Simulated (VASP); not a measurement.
# HfN (rocksalt type) (Fm-3m) in VASP: notebook

HfN (rocksalt type) is run at these levels: LDA; tasks: single point.

Program: VASP 6.6.1. These are calculated values, not measurements. Logs are shortened: lines on timing, memory, paths and dates and some standing lists are left out, and cuts for length are marked.

## 1. The cell of the first run

It takes space group Fm-3m (No. 225, cubic). The conventional cell has a = 4.468 Å, b = 4.468 Å, c = 4.468 Å, α = 90.00°, β = 90.00°, γ = 90.00°. Hf (site symmetry m-3m) has 6 N at 2.23 Å within 3.0 Å. N (site symmetry m-3m) has 6 Hf at 2.23 Å within 3.0 Å.

## 2. Single point, LDA

File INCAR:

```
PREC = Accurate
ENCUT = 520
EDIFF = 1E-7
ISMEAR = -1
SIGMA = 0.08
LREAL = False
LASPH = True
NELM = 80
ALGO = Normal
ISIF = 2
LWAVE = False
LCHARG = False
GGA = CA
NBANDS = 23
```

File KPOINTS:

```
Automatic mesh
0
Gamma
  13 13 9
```

File POSCAR:

```
HfN
1.0
    2.2340571097      2.2340571097      0.0000000000
   -2.2340571097      2.2340571097      0.0000000000
    0.0000000000      0.0000000000      4.4681142194
Hf N
2 2
Direct
    0.0000000000      0.0000000000      0.0000000000
    0.5000000000      0.5000000000      0.5000000000
    0.5000000000      0.5000000000      0.0000000000
    0.0000000000      0.0000000000      0.5000000000
```

Potentials or basis: VASP PAW LDA potentials, release 64 (Hf_pv, N).

Command:

```bash
cat potpaw_LDA.64/Hf_pv/POTCAR potpaw_LDA.64/N/POTCAR > POTCAR
mpirun -np 1 vasp_std > vasp.out
```

OUTCAR:

```text
PREC = Accurate
   ENCUT = 520
   EDIFF = 1E-7
   ISMEAR = -1
   LREAL = False
   LASPH = True
   NELM = 80
   ISIF = 2
   GGA = CA

 ion  position               nearest neighbor table
   1  0.000  0.000  0.000-   3 2.23   4 2.23   4 2.23   3 2.23   3 2.23   3 2.23   2 3.16   2 3.16
                             2 3.16   2 3.16   2 3.16   2 3.16   2 3.16   2 3.16
   2  0.500  0.500  0.500-   3 2.23   4 2.23   3 2.23   4 2.23   4 2.23   4 2.23   1 3.16   1 3.16
                             1 3.16   1 3.16   1 3.16   1 3.16   1 3.16   1 3.16
   3  0.500  0.500  0.000-   1 2.23   2 2.23   2 2.23   1 2.23   1 2.23   1 2.23
   4  0.000  0.000  0.500-   1 2.23   2 2.23   1 2.23   2 2.23   2 2.23   2 2.23

  LATTYP: Found a simple tetragonal cell.
 ALAT       =     3.1594338637
 C/A-ratio  =     1.4142135624

  Lattice vectors:

 A1 = (   2.2340571097,   2.2340571097,   0.0000000000)
 A2 = (  -2.2340571097,   2.2340571097,   0.0000000000)
 A3 = (   0.0000000000,   0.0000000000,   4.4681142194)

Analysis of symmetry for initial positions (statically):
=====================================================================
 Subroutine PRICEL returns following result:

  LATTYP: Found a face centered cubic cell.
 ALAT       =     4.4681142194

  Lattice vectors:

 A1 = (   0.0000000000,  -2.2340571097,  -2.2340571097)
 A2 = (   2.2340571097,   0.0000000000,  -2.2340571097)
 A3 = (   2.2340571097,  -2.2340571097,   0.0000000000)

   2 primitive cells build up your supercell.

 Routine SETGRP: Setting up the symmetry group for a
 simple tetragonal supercell.

 Subroutine GETGRP returns: Found 16 space group operations
 (whereof 16 operations were pure point group operations)
 out of a pool of 16 trial point group operations.

The static configuration has the point symmetry D_4h.

Analysis of symmetry for dynamics (positions and initial velocities):
=====================================================================
 Subroutine PRICEL returns following result:

  LATTYP: Found a face centered cubic cell.
 ALAT       =     4.4681142194

  Lattice vectors:

 A1 = (   0.0000000000,  -2.2340571097,  -2.2340571097)
 A2 = (   2.2340571097,   0.0000000000,  -2.2340571097)
 A3 = (   2.2340571097,  -2.2340571097,   0.0000000000)

   2 primitive cells build up your supercell.

 Routine SETGRP: Setting up the symmetry group for a
 simple tetragonal supercell.

 Subroutine GETGRP returns: Found 16 space group operations
 (whereof 16 operations were pure point group operations)
 out of a pool of 16 trial point group operations.

The dynamic configuration has the point symmetry D_4h.

 Subroutine INISYM returns: Found 16 space group operations
 (whereof 16 operations are pure point group operations),
 and found     2 'primitive' translations

----------------------------------------------------------------------------------------

                                     Primitive cell

  volume of cell :      22.3004

  direct lattice vectors                    reciprocal lattice vectors
     0.000000000 -2.234057110 -2.234057110    -0.223808066 -0.223808066 -0.223808066
     2.234057110  0.000000000 -2.234057110     0.223808066  0.223808066 -0.223808066
     2.234057110 -2.234057110  0.000000000     0.223808066 -0.223808066  0.223808066

  length of vectors
     3.159433864  3.159433864  3.159433864     0.387646941  0.387646941  0.387646941

  position of ions in fractional coordinates (direct lattice)
     0.000000000  0.000000000  0.000000000
     0.500000000  0.500000000  0.500000000

  ion indices of the primitive-cell ions
   primitive index   ion index
                 1           1
                 2           4

----------------------------------------------------------------------------------------

 KPOINTS: Automatic mesh

Automatic generation of k-mesh.
 Grid dimensions read from file:
 generate k-points for:   13   13    9

 Generating k-lattice:

  Cartesian coordinates                     Fractional coordinates (reciprocal lattice)
     0.017216005  0.017216005  0.000000000     0.076923077  0.000000000  0.000000000
    -0.017216005  0.017216005  0.000000000     0.000000000  0.076923077  0.000000000
     0.000000000  0.000000000  0.024867563     0.000000000  0.000000000  0.111111111

  Length of vectors
     0.024347108  0.024347108  0.024867563

  Shift w.r.t. Gamma in fractional coordinates (k-lattice)
     0.000000000  0.000000000  0.000000000

 Subroutine IBZKPT returns following result:
 ===========================================

 Found    140 irreducible k-points:

 Following reciprocal coordinates:
            Coordinates               Weight
  0.000000  0.000000  0.000000      1.000000
  0.076923  0.000000  0.000000      4.000000
  0.153846  0.000000  0.000000      4.000000
  0.230769  0.000000  0.000000      4.000000
  0.307692  0.000000  0.000000      4.000000
  0.384615  0.000000  0.000000      4.000000
[... 16 lines left out ...]
  0.307692  0.307692  0.000000      4.000000
  0.384615  0.307692  0.000000      8.000000
 [... further k-points ...]
   k-points           NKPTS =    140   k-points in BZ     NKDIM =    140   number of bands    NBANDS=     23
   number of dos      NEDOS =    301   number of ions     NIONS =      4
   total plane-waves  NPLWV =  20736
   dimension x,y,z NGX =    24 NGY =   24 NGZ =   36
   dimension x,y,z NGXF=    48 NGYF=   48 NGZF=   72
   ions per type =               2   2
   NGX,Y,Z   is equivalent  to a cutoff of  12.63, 12.63, 13.39 a.u.
   NGXF,Y,Z  is equivalent  to a cutoff of  25.26, 25.26, 26.79 a.u.
 SYSTEM =  unknown system
   PREC   = accura    normal or accurate (medium, high low for compatibility)
   ISTART =      0    job   : 0-new  1-cont  2-samecut
   ICHARG =      2    charge: 1-file 2-atom 10-const
   ISPIN  =      1    spin polarized calculation?
   LNONCOLLINEAR =      F non collinear calculations
   LSORBIT =      F    spin-orbit coupling
   LASPH  =      T    aspherical Exc in radial PAW
   ENCUT  =  520.0 eV  38.22 Ry    6.18 a.u.   5.87  5.87  8.31*2*pi/ulx,y,z
   NELM   =     80;   NELMIN=  2; NELMDL= -5     # of ELM steps
   EDIFF  = 0.1E-06   stopping-criterion for ELM
   LREAL  =      F    real-space projection
   EDIFFG = 0.1E-05   stopping-criterion for IOM
   NSW    =      0    number of steps for IOM
   IBRION =     -1    ionic relax: 0-MD 1-quasi-New 2-CG
   NFREE  =      0    steps in history (QN), initial steepest desc. (CG)
   ISIF   =      2    stress and relaxation
   ISYM   =      2    0-nonsym 1-usesym 2-fastsym
   POTIM  = 0.5000    time-step for ionic-motion
   TEBEG  =    0.0;   TEEND  =   0.0 temperature during run
   PSTRESS=    0.0 pullay stress
   NELECT =      30.0000    total number of electrons
   NUPDOWN=      -1.0000    fix difference up-down
   EMIN   =  10.00;   EMAX   =-10.00  energy-range for DOS
   EFERMI =   0.00;   METHOD = LEGACY
   ISMEAR =    -1;   SIGMA  =   0.08  broadening in eV -4-tet -1-fermi 0-gaus
   EFERMI_NEDOS =   21; number of points for ismear=-14 and -15
   IALGO  =     38    algorithm
   IMIX   =      4    mixing-type and parameters
     AMIX     =   0.40;   BMIX     =  1.00
     AMIX_MAG =   1.60;   BMIX_MAG =  1.00
  volume/ion in A,a.u.               =      11.15        75.25
  Fermi-wavevector in a.u.,A,eV,Ry     =   1.434391  2.710607 27.993694  2.057478
  Thomas-Fermi vector in A             =   2.553805
   LORBIT       =      0    0 simple, 1 ext, 2 COOP (PROOUT), +10 PAW based schemes
   GGA     = CA    functional components
   LHFCALC =     F    Hartree Fock is set to
   AEXX    =    0.0000 exact exchange contribution
   IVDW    =     0    specifies the selected vdW correction
   LEPSILON=     F    determine dielectric tensor
   LRPA    =     F    only Hartree local field effects (RPA)
 non-spin polarized calculation
  energy-cutoff  :      520.00
  volume of cell :       44.60
 maximum number of plane-waves:      1229
 NGX is ok and might be reduce to    24
   NGX = 11   NGY = 11   NGZ = 17

 number of electron      29.9999997 magnetization

 Free energy of the ion-electron system (eV)
  ---------------------------------------------------
  ext. energy  EPLUGINS =         0.00000000
  ---------------------------------------------------
  free energy    TOTEN  =       -47.75307563 eV

  energy without entropy =      -47.72788884  energy(sigma->0) =      -47.74048223

 E-fermi :   8.5003     XC(G=0): -13.1521

 val. band max:        8.4996032735   @ k =   0.0769   0.0769   0.1111
 cond. band min:       8.5114107001   @ k =   0.2308   0.0769   0.2222
 fundamental gap:      0.0118074266
 Fermi energy:         8.5003120367

 k-point     1 :       0.0000    0.0000    0.0000
  band No.  band energies     occupation
      1     -23.2202      2.00000
      2     -22.6621      2.00000
      3     -22.6621      2.00000
      4     -22.3065      2.00000
      5     -22.3065      2.00000
      6     -22.3049      2.00000
[... 15 lines left out ...]
     22      12.7251      0.00000
     23      14.2539      0.00000

 k-point     2 :       0.0769    0.0000    0.0000
  band No.  band energies     occupation
      1     -23.2046      2.00000
      2     -22.6931      2.00000
      3     -22.6526      2.00000
      4     -22.3507      2.00000
      5     -22.3154      2.00000
      6     -22.3071      2.00000
[... 15 lines left out ...]
     22      13.0549      0.00000
     23      14.0248      0.00000

 k-point     3 :       0.1538    0.0000    0.0000
  band No.  band energies     occupation
      1     -23.1591      2.00000
      2     -22.7774      2.00000
      3     -22.6255      2.00000
      4     -22.4718      2.00000
      5     -22.3471      2.00000
      6     -22.3097      2.00000
[... 15 lines left out ...]
     22      13.4096      0.00000
     23      13.8087      0.00000
[... 495 lines left out ...]
 k-point    23 :       0.3077    0.3077    0.0000
  band No.  band energies     occupation
      1     -23.0462      2.00000
      2     -22.9798      2.00000
      3     -22.8463      2.00000
      4     -22.7015      2.00000
      5     -22.5487      2.00000
      6     -22.5471      2.00000
[... 15 lines left out ...]
     22      14.1758      0.00000
     23      14.2686      0.00000

 k-point    24 :       0.3846    0.3077    0.0000
  band No.  band energies     occupation
      1     -23.1075      2.00000
      2     -23.0683      2.00000
      3     -22.7797      2.00000
      4     -22.6794      2.00000
      5     -22.5926      2.00000
      6     -22.5819      2.00000
[... 15 lines left out ...]
     22      13.8606      0.00000
     23      14.2003      0.00000

 [... further k-points ...]
[... 5 lines left out ...]
  --------------------------------------------------------------------------------------
  -------------------------------------------------------------------------------------
  Total       -0.3820773     -0.3820773     -0.2405141      0.0000000     -0.0000000      0.0000000
  in kB      -13.7252103    -13.7252103     -8.6398924      0.0000000     -0.0000000      0.0000000
  external PRESSURE =     -12.0301043 kB  Pullay stress =       0.0000000 kB

 VOLUME and BASIS-vectors are now :
 -----------------------------------------------------------------------------
  energy-cutoff  :      520.00
  volume of cell :       44.60
      direct lattice vectors                 reciprocal lattice vectors
     2.234057110  2.234057110  0.000000000     0.223808066  0.223808066  0.000000000
    -2.234057110  2.234057110  0.000000000    -0.223808066  0.223808066  0.000000000
     0.000000000  0.000000000  4.468114219     0.000000000  0.000000000  0.223808066

 POSITION                                       TOTAL-FORCE (eV/Angst)
 -----------------------------------------------------------------------------------
      0.00000      0.00000      0.00000         0.000000     -0.000000     -0.000000
      0.00000      2.23406      2.23406         0.000000      0.000000     -0.000000
      0.00000      2.23406      0.00000        -0.000000      0.000000      0.000000
      0.00000      0.00000      2.23406        -0.000000     -0.000000     -0.000000
 -----------------------------------------------------------------------------------
    total drift:                                0.000000     -0.000000     -0.000000

  FREE ENERGIE OF THE ION-ELECTRON SYSTEM (eV)
  ---------------------------------------------------
  free  energy   TOTEN  =       -47.7530756282 eV

  energy  without entropy=      -47.7278888357  energy(sigma->0) =      -47.74048223
```

Wall time 51 s (1 thread of AMD EPYC 9R45 (Zen 5), shared host); peak memory 0.2 GiB.

What came out:

```yaml
Free_energy: -47.7531 eV
Pressure: -1.2 GPa
Band_gap_on_the_k_mesh: zero (bands 15 and 16 overlap by 6.28 eV)
```

Caveat: spin-orbit coupling is left out, which moves the levels of the heavy elements.

## 3. Single point, LDA

File INCAR:

```
ALGO = Normal ; EDIFF = 1E-6
ENCUT = 520 ; ISIF = 2
ISMEAR = -1 ; LASPH = T
LCHARG = F ; LREAL = F
LWAVE = F ; NBANDS = 23
NELM = 100 ; PREC = Accurate
SIGMA = 0.08
```

File KPOINTS:

```
k-points
0
Gamma
  13 13 9
```

POSCAR is that of step 2.

Potentials or basis: VASP PAW LDA potentials, release 64 (Hf_pv, N).

Command:

```bash
cat potpaw_LDA.64/Hf_pv/POTCAR potpaw_LDA.64/N/POTCAR > POTCAR
mpirun -np 1 vasp_std > vasp.out
```

Wall time 48 s (1 thread of AMD EPYC 9R45 (Zen 5), shared host); peak memory 0.2 GiB.

It converged, with:

```
Free energy            : -47.7531 eV
Pressure               : -1.2 GPa
Band gap on the k mesh : zero (bands 15 and 16 overlap by 6.28 eV)
```

Levels at points of the mesh, in eV from the Fermi level:
| k point | band 13 | band 14 | band 15 | band 16 | band 17 | band 18 |
| --- | --- | --- | --- | --- | --- | --- |
| (0.00, 0.00, 0.00) | -2.99 | -2.99 | -2.99 | -0.41 | -0.41 | -0.41 |

Caveat: spin-orbit coupling is left out, which moves the levels of the heavy elements.
